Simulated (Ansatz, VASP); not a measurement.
## One calculation of Au, two programs

```
Au
1.0
     0.00000   -2.04550   -2.04550
     0.00000    2.04550   -2.04550
     4.09100    0.00000    0.00000
Au
2
Direct
  0.50000 0.50000 0.53667
  0.00000 0.00000 0.96333
```

Change from the starting cell: mode 6 (146.6 1/cm) frozen in, largest displacement +0.150 Å.

Alike in both runs: task single point; functional PBEsol; k mesh 16 × 16 × 12; occupations gaussian, width 0.15 eV; no spin polarisation.

|  | VASP | Ansatz |
| --- | --- | --- |
| version | VASP 6.6.1 | Ansatz 0.2.0 |
| potentials or method | VASP PAW PBE potentials, release 64 (Au), cutoff 520 eV | scalar-relativistic, plane waves, PAW |
| valence electrons in the cell | 22 | 38 |

|  | VASP | Ansatz | Ansatz less VASP |
| --- | --- | --- | --- |
| gap on the k mesh at the Fermi level (eV) | none | none | - |
| pressure (GPa) | 7.5 | 7.8 | +0.28 |
| traceless stress, the component that is largest in VASP (GPa) | -0.79 | -0.79 | -0.003 |
| rms of the force components (eV/Å) | 1.459 | 1.466 | +0.0068 |

VASP's potentials were made for PBE, not for PBEsol. Atom by atom the forces differ by 0.007 eV/Å (rms over components). A gap of «none» marks a metal or a gap that the smearing closes. VASP's potentials hold 22 valence electrons a cell and Ansatz's 38, so a difference there can come from the potentials and not from the codes.

Neither program's run includes spin-orbit coupling.
